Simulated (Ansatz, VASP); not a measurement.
# Two plane-wave programs on AlNi

File INCAR:

```
ALGO = Fast
EDIFF = 1E-7
ENCUT = 520
GGA = CA
ISIF = 2
ISMEAR = 0
ISPIN = 2
LASPH = T
LCHARG = T
LELF = T
LMAXMIX = 4
LORBIT = 11
LREAL = F
LVHAR = T
LWAVE = F
MAGMOM = 1 0
NELM = 100
PREC = Accurate
SIGMA = 0.1
```

Contents of KPOINTS:

```
k-points
0
Gamma
  9 9 9
```

The input POSCAR:

```
AlNi
1.0
    2.8810000000      0.0000000000      0.0000000000
    0.0000000000      2.8810000000      0.0000000000
    0.0000000000      0.0000000000      2.8810000000
Ni Al
1 1
Cartesian
    1.4405000000      1.4405000000      1.4405000000
    0.0000000000      0.0000000000      0.0000000000
```

File input.yaml:

```yaml
crystal:
  lattice:
    - [2.881, 0.0, 0.0]
    - [0.0, 2.881, 0.0]
    - [0.0, 0.0, 2.881]
  atoms:
    - { symbol: Ni, position: [0.5, 0.5, 0.5], spin: 1.0 }
    - { symbol: Al, position: [0.0, 0.0, 0.0] }
hamiltonian:
  xc: lda
  pseudopotentials: { kind: paw }
magnetization:
  spin_polarized: true
kpoints:
  mp_grid: { grid: [9, 9, 9] }
scf:
  occupations: { method: gaussian, width: 0.1 }
output:
  forces: true
  stress: true
  eigenvalues: true
  write_density: true
  write_potential: true
  elf: true
  volumetric_format: npy
```

Alike in both runs: task single point; functional LDA; k mesh 9 × 9 × 9; occupations gaussian, width 0.1 eV; collinear spin, ferromagnetic start.

|  | VASP | Ansatz |
| --- | --- | --- |
| version | VASP 6.6.1 | Ansatz 0.2.0 |
| potentials or method | VASP PAW LDA potentials, release 64 (Ni_pv, Al) | Ansatz PAW |
| plane-wave cutoff (eV) | 520 | 420 |
| valence electrons in the cell | 19 | 21 |

|  | VASP | Ansatz | Ansatz less VASP |
| --- | --- | --- | --- |
| gap on the k mesh at the Fermi level (eV) | none | none | - |
| pressure (GPa) | -9.4 | -8.6 | +0.82 |
| net moment per atom (μB) | 0.00 | 0.00 | 0.000 |

LDA's correlation is that of Perdew and Zunger in VASP and of Perdew and Wang (1992) in Ansatz. A gap of «none» marks a metal or a gap that the smearing closes. VASP's potentials hold 19 valence electrons a cell and Ansatz's 21, so a difference there can come from the potentials and not from the codes.
